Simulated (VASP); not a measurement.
Set up this calculation in VASP 6.6.1, as the native input.

```
Task                   : single point
Functional             : PBEsol
Potentials or basis    : VASP PAW PBE potentials, release 64 (K_sv, Ta_pv, O)
Cutoff                 : 520 eV
k mesh                 : 8 × 8 × 8
Occupations            : gaussian, width 0.05 eV
Spin                   : no spin polarisation
Dipole correction      : no
Further INCAR settings : ALGO = Normal; EDIFF = 1e-07; NBANDS = 27
```

The structure of KTaO3 lies in POSCAR:

```
KTaO3
1.0
    4.1296475108      0.0000000000      0.0000000000
    0.0000000000      4.1296475108      0.0000000000
    0.0000000000      0.0000000000      3.8108387230
K Ta O
1 1 3
Direct
    0.5000000000      0.5000000000      0.5000000000
    0.0000000000      0.0000000000      0.0000000000
    0.5000000000      0.0000000000      0.0000000000
    0.0000000000      0.5000000000      0.0000000000
    0.0000000000      0.0000000000      0.5000000000
```

The input as run:

INCAR

```
ALGO = Normal ; EDIFF = 1E-7
ENCUT = 520 ; GGA = PS
ISIF = 2 ; ISMEAR = 0
LASPH = T ; LCHARG = F
LREAL = F ; LWAVE = F
NBANDS = 27 ; NELM = 60
PREC = Accurate ; SIGMA = 0.05
```

KPOINTS

```
k-points
0
Gamma
  8 8 8
```

Potentials or basis: VASP PAW PBE potentials, release 64 (K_sv, Ta_pv, O).

The run is started by

```sh
$ cat potpaw_PBE.64/K_sv/POTCAR potpaw_PBE.64/Ta_pv/POTCAR potpaw_PBE.64/O/POTCAR > POTCAR
$ mpirun -np 1 vasp_std > vasp.out
```

It gave:

```json
{
 "Pressure": "-1.9 GPa",
 "Band gap on the k mesh": "1.89 eV (least direct gap 2.47 eV)"
}
```

Caveat: the PAW data sets were made with another functional, which shifts forces and pressure a little; spin-orbit coupling is left out, which moves the levels of the heavy elements.

It took 66 s on 1 thread of AMD EPYC 9R45 96-Core Processor (Zen 5), with other jobs on the host, peak memory 0.23 GiB.
